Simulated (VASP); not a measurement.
Set up this calculation in VASP 6.6.1, as the native input.

```
Task                    : single point
Functional              : PBE
Potentials or basis     : VASP PAW PBE potentials, release 64 (Ga_d, H)
Cutoff                  : 520 eV
k mesh                  : 8 × 8 × 8
Occupations             : gaussian, width 0.1 eV
Spin                    : no spin polarisation
Dipole correction       : no
k mesh for the DOS      : 12 × 12 × 12
Occupations for the DOS : tetrahedron
Further INCAR settings  : ALGO = Normal; EDIFF = 1e-07; NBANDS = 18
```

The system is GaH6.

```
Ga H
1.0
     4.80085    0.00000    0.00000
     0.00000    4.80085    0.00000
     0.00000    0.00000    4.80085
Ga H
1 6
Direct
  0.00000 0.00000 0.00000
  0.50000 0.50000 0.07832
  0.50000 0.50000 0.92168
  0.07832 0.50000 0.50000
  0.92168 0.50000 0.50000
  0.50000 0.07832 0.50000
  0.50000 0.92168 0.50000
```

These files were run (other wordings do the same):

POSCAR

```
GaH6
1.0
    4.8008464606      0.0000000000      0.0000000000
    0.0000000000      4.8008464606      0.0000000000
    0.0000000000      0.0000000000      4.8008464606
Ga H
1 6
Direct
    0.0000000000      0.0000000000      0.0000000000
    0.5000000000      0.5000000000      0.0783223908
    0.5000000000      0.5000000000      0.9216776092
    0.0783223908      0.5000000000      0.5000000000
    0.9216776092      0.5000000000      0.5000000000
    0.5000000000      0.0783223908      0.5000000000
    0.5000000000      0.9216776092      0.5000000000
```

INCAR.step1

```
SYSTEM = GaH6
ALGO = Normal ; EDIFF = 1E-7
ENCUT = 520 ; GGA = PE
ISIF = 2 ; ISMEAR = 0
LASPH = .TRUE. ; LCHARG = .TRUE.
LREAL = .FALSE. ; LWAVE = .FALSE.
NBANDS = 18 ; NELM = 100
PREC = Accurate ; SIGMA = 0.1
```

KPOINTS.step1

```
k-points
0
G
  8 8 8
  0 0 0
```

INCAR.step2

```
SYSTEM = GaH6
ALGO = Normal ; EDIFF = 1E-7
ENCUT = 520 ; GGA = PE
ICHARG = 11 ; ISIF = 2
ISMEAR = -5 ; LASPH = .TRUE.
LCHARG = .FALSE. ; LORBIT = 11
LREAL = .FALSE. ; LWAVE = .FALSE.
NBANDS = 18 ; NEDOS = 1001
NELM = 100 ; PREC = Accurate
SIGMA = 0.1
```

KPOINTS.step2

```
k-points
0
G
  12 12 12
  0 0 0
```

Potentials or basis: VASP PAW PBE potentials, release 64 (Ga_d, H).

Launch:

```sh
$ cat potpaw_PBE.64/Ga_d/POTCAR potpaw_PBE.64/H/POTCAR > POTCAR
$ cp INCAR.step1 INCAR
$ cp KPOINTS.step1 KPOINTS
$ mpirun -np 1 vasp_std > vasp.out
$ cp INCAR.step2 INCAR
$ cp KPOINTS.step2 KPOINTS
$ mpirun -np 1 vasp_std > vasp.out
```

It gave:

```yaml
Valence_electrons_inside_the_program's_atomic_spheres: Ga 11.38; H 0.63
```

Run time: 51 s on 1 thread of Intel(R) Xeon(R) 6975P-C (Granite Rapids) (shared host), peak memory 0.29 GiB.
